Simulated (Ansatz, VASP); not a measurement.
# Two plane-wave programs on HPt6

File INCAR:

```
PREC = Accurate
ENCUT = 520
EDIFF = 1E-6
ISMEAR = 0
SIGMA = 0.1
LREAL = False
LASPH = True
NELM = 60
ALGO = Normal
ISIF = 2
LWAVE = False
LCHARG = False
LDIPOL = True
IDIPOL = 3
DIPOL = 0.5 0.5 0.287
GGA = PE
NBANDS = 74
```

The input KPOINTS:

```
Automatic mesh
0
Gamma
  5 5 1
```

File POSCAR:

```
HPt6
1.0
    5.6143281343      0.0000000000      0.0000000000
    0.0000000000      5.6143281343      0.0000000000
    0.0000000000      0.0000000000     21.8513792319
Pt H
12 2
Direct
    0.2500000000      0.2500000000      0.1830548066
    0.2500000000      0.7500000000      0.1830548066
    0.7500000000      0.2500000000      0.1830548066
    0.7500000000      0.7500000000      0.1830548066
    0.0000000000      0.0000000000      0.2712126041
    0.0000000000      0.5000000000      0.2712126041
    0.5000000000      0.0000000000      0.2712126041
    0.5000000000      0.5000000000      0.2712126041
    0.2500000000      0.2500000000      0.3593081768
    0.2500000000      0.7500000000      0.3593081768
    0.7500000000      0.2500000000      0.3593081768
    0.7500000000      0.7500000000      0.3593081768
   -0.0667933885      0.0000000000      0.3799018425
    0.0667933885      0.0000000000      0.3799018425
```

Input for Ansatz:

```yaml
crystal:
  lattice:
    - [5.6143281343, 0.0, 0.0]
    - [0.0, 5.6143281343, 0.0]
    - [0.0, 0.0, 21.8513792319]
  atoms:
    - { symbol: Pt, position: [0.25, 0.25, 0.1830548066] }
    - { symbol: Pt, position: [0.25, 0.75, 0.1830548066] }
    - { symbol: Pt, position: [0.75, 0.25, 0.1830548066] }
    - { symbol: Pt, position: [0.75, 0.75, 0.1830548066] }
    - { symbol: Pt, position: [0.0, 0.0, 0.2712126041] }
    - { symbol: Pt, position: [0.0, 0.5, 0.2712126041] }
    - { symbol: Pt, position: [0.5, 0.0, 0.2712126041] }
    - { symbol: Pt, position: [0.5, 0.5, 0.2712126041] }
    - { symbol: Pt, position: [0.25, 0.25, 0.3593081768] }
    - { symbol: Pt, position: [0.25, 0.75, 0.3593081768] }
    - { symbol: Pt, position: [0.75, 0.25, 0.3593081768] }
    - { symbol: Pt, position: [0.75, 0.75, 0.3593081768] }
    - { symbol: H, position: [-0.0667933885, 0.0, 0.3799018425] }
    - { symbol: H, position: [0.0667933885, 0.0, 0.3799018425] }
basis:
  ecutwfc: 420
kpoints:
  mp_grid: { grid: [5, 5, 1] }
hamiltonian:
  xc: pbe
  pseudopotentials: { kind: paw, azcp: { folder: soft_1 } }
scf:
  occupations: { method: gaussian, width: 0.1 }
output:
  forces: true
  eigenvalues: true
efield:
  axis: 3
  dipole_correction: true
  ramp_width: 0.04
```

Alike in both runs: task single point; functional PBE; k mesh 5 × 5 × 1; occupations gaussian, width 0.1 eV; no spin polarisation.

```csv
,VASP,Ansatz
version,VASP 6.6.1,Ansatz 0.2.0
potentials or method,"VASP PAW PBE potentials, release 64 (Pt, H), cutoff 520 eV","scalar-relativistic, plane waves, PAW"
valence electrons in the cell,122,218
```

|  | VASP | Ansatz | Ansatz less VASP |
| --- | --- | --- | --- |
| gap on the k mesh at the Fermi level (eV) | none | none | - |
| rms of the force components (eV/Å) | 1.339 | 1.344 | +0.0052 |

Atom by atom the forces differ by 0.013 eV/Å (rms over components). A gap of «none» marks a metal or a gap that the smearing closes. The functional is the same, so the differences come from potentials, cutoffs and numerics. VASP's potentials hold 122 valence electrons a cell and Ansatz's 218, so a difference there can come from the potentials and not from the codes.

Neither program's run includes spin-orbit coupling.
